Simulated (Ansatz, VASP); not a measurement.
## ScAs2 in VASP and in Ansatz

Contents of INCAR:

```
SYSTEM = ScAs2
  PREC = Accurate
  ENCUT = 600
  EDIFF = 1E-6
  ISMEAR = 0
  SIGMA = 0.1
  LREAL = .FALSE.
  LASPH = .TRUE.
  NELM = 60
  ALGO = Normal
  ISIF = 3
  LWAVE = .FALSE.
  LCHARG = .FALSE.
  GGA = PE
  IBRION = 2
  NSW = 100
  EDIFFG = -0.01
```

Contents of KPOINTS:

```
regular mesh
0
G
  12 12 12
  0 0 0
```

The input POSCAR:

```
ScAs2
1.0
    0.0000000000      3.2404094927      3.2404094927
    3.2404094927      0.0000000000      3.2404094927
    3.2404094927      3.2404094927      0.0000000000
Sc As
1 2
Direct
    0.0000000000      0.0000000000      0.0000000000
    0.2500000000      0.2500000000      0.2500000000
    0.7500000000      0.7500000000      0.7500000000
```

Input for Ansatz:

```yaml
crystal:
  lattice:
    - [0.0, 3.2404094927, 3.2404094927]
    - [3.2404094927, 0.0, 3.2404094927]
    - [3.2404094927, 3.2404094927, 0.0]
  atoms:
    - { symbol: Sc, position: [0.0, 0.0, 0.0] }
    - { symbol: As, position: [0.25, 0.25, 0.25] }
    - { symbol: As, position: [0.75, 0.75, 0.75] }
basis:
  ecutwfc: 420
kpoints:
  mp_grid: { grid: [12, 12, 12] }
hamiltonian:
  xc: pbe
scf:
  occupations: { method: gaussian, width: 0.1 }
output:
  forces: true
  stress: true
  eigenvalues: true
relax:
  adjacent_minimum: "off"
  f_tol: 0.01
  max_steps: 80
  cell: { stress_tol: 0.05 }
```

Alike in both runs: task relaxation of cell and atoms; functional PBE; k mesh 12 × 12 × 12; occupations gaussian, width 0.1 eV; no spin polarisation.

|  | VASP | Ansatz |
| --- | --- | --- |
| version | VASP 6.6.1 | Ansatz 0.2.0 |
| potentials or method | VASP PAW PBE potentials, release 64 (Sc_sv, As), cutoff 600 eV | scalar-relativistic, plane waves, PAW |
| valence electrons in the cell | 21 | 41 |

Ansatz gave:

- gap on the k mesh at the Fermi level, each at its own relaxed structure (eV): none
- relaxed volume (Å³/atom): 22.68
- relaxed cell length with the largest relative difference (Å): 4.583

**Question.** Which values does VASP return?

**Answer.** gap on the k mesh at the Fermi level, each at its own relaxed structure (eV): none; relaxed volume (Å³/atom): 22.75; relaxed cell length with the largest relative difference (Å): 4.587.

A gap of «none» marks a metal or a gap that the smearing closes. VASP's potentials hold 21 valence electrons a cell and Ansatz's 41, so a difference there can come from the potentials and not from the codes.
